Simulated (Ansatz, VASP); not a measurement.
One calculation of TeMo5, two programs

Contents of INCAR:

```
SYSTEM = TeMo5
ALGO     = Normal         ! electronic algorithm
EDIFF    = 1E-6           ! SCF threshold, eV
EDIFFG   = -0.04          ! ionic threshold
ENCUT    = 600            ! plane-wave cutoff, eV
GGA      = PE             ! functional
IBRION   = 2              ! ionic algorithm
ISIF     = 3              ! what is computed and relaxed
ISMEAR   = 0              ! smearing method
LASPH    = .True.         ! aspherical terms in the spheres
LCHARG   = .False.        ! write CHGCAR
LREAL    = .False.        ! projectors in reciprocal space
LWAVE    = .False.        ! write WAVECAR
NELM     = 80             ! most SCF steps
NSW      = 90             ! ionic steps
PREC     = Accurate       ! precision mode
SIGMA    = 0.1            ! smearing width, eV
```

The input KPOINTS:

```
k-points
0
Gamma
  3 3 4
  0 0 0
```

File POSCAR:

```
TeMo5
1.0
    5.8045921500      0.0000000000      0.0000000000
   -2.9022960700      5.0269242600      0.0000000000
    0.0000000000      0.0000000000      4.7340730800
Te Mo
1 5
Direct
    0.0000000000      0.0000000000      0.0000000000
    0.5000000000      0.0000000000      0.5000000000
    0.5000000000      0.5000000000      0.5000000000
    0.0000000000      0.5000000000      0.5000000000
    0.3333333300      0.6666666700      0.0000000000
    0.6666666700      0.3333333300      0.0000000000
```

Input for Ansatz:

```yaml
crystal:
  lattice:
    - [5.80459215, 0.0, 0.0]
    - [-2.90229607, 5.02692426, 0.0]
    - [0.0, 0.0, 4.73407308]
  atoms:
    - { symbol: Te, position: [0.0, 0.0, 0.0] }
    - { symbol: Mo, position: [0.5, 0.0, 0.5] }
    - { symbol: Mo, position: [0.5, 0.5, 0.5] }
    - { symbol: Mo, position: [0.0, 0.5, 0.5] }
    - { symbol: Mo, position: [0.33333333, 0.66666667, 0.0] }
    - { symbol: Mo, position: [0.66666667, 0.33333333, 0.0] }
basis:
  ecutwfc: 420
kpoints:
  mp_grid: { grid: [3, 3, 4] }
hamiltonian:
  xc: pbe
scf:
  occupations: { method: gaussian, width: 0.1 }
  lower_state_search: "off"
output:
  forces: true
  stress: true
  eigenvalues: true
relax:
  adjacent_minimum: "off"
  f_tol: 0.04
  max_steps: 70
  cell: { stress_tol: 0.4 }
```

Change from the starting cell: species swapped into the YNi5 type (P6/mmm, No. 191).

Alike in both runs: task relaxation of cell and atoms; functional PBE; k mesh 3 × 3 × 4; occupations gaussian, width 0.1 eV; no spin polarisation.

|  | VASP | Ansatz |
| --- | --- | --- |
| version | VASP 6.6.1 | Ansatz 0.2.0 |
| potentials or method | VASP PAW PBE potentials, release 64 (Te, Mo_sv), cutoff 600 eV | scalar-relativistic, plane waves, PAW |
| valence electrons in the cell | 76 | 86 |

```tsv
	VASP	Ansatz	Ansatz less VASP
gap on the k mesh at the Fermi level, each at its own relaxed structure (eV)	none	none	-
relaxed volume (Å³/atom)	18.09	18.06	-0.021
relaxed cell length with the largest relative difference (Å)	4.886	4.882	-0.0042
```

A gap of «none» marks a metal or a gap that the smearing closes. VASP's potentials hold 76 valence electrons a cell and Ansatz's 86, so a difference there can come from the potentials and not from the codes.

The k mesh is coarse, so the values compare programs but aren't converged. Neither program's run includes spin-orbit coupling. Noted on VASP's run: the volume moved by over 15 % at a fixed basis, so the end points are rough.
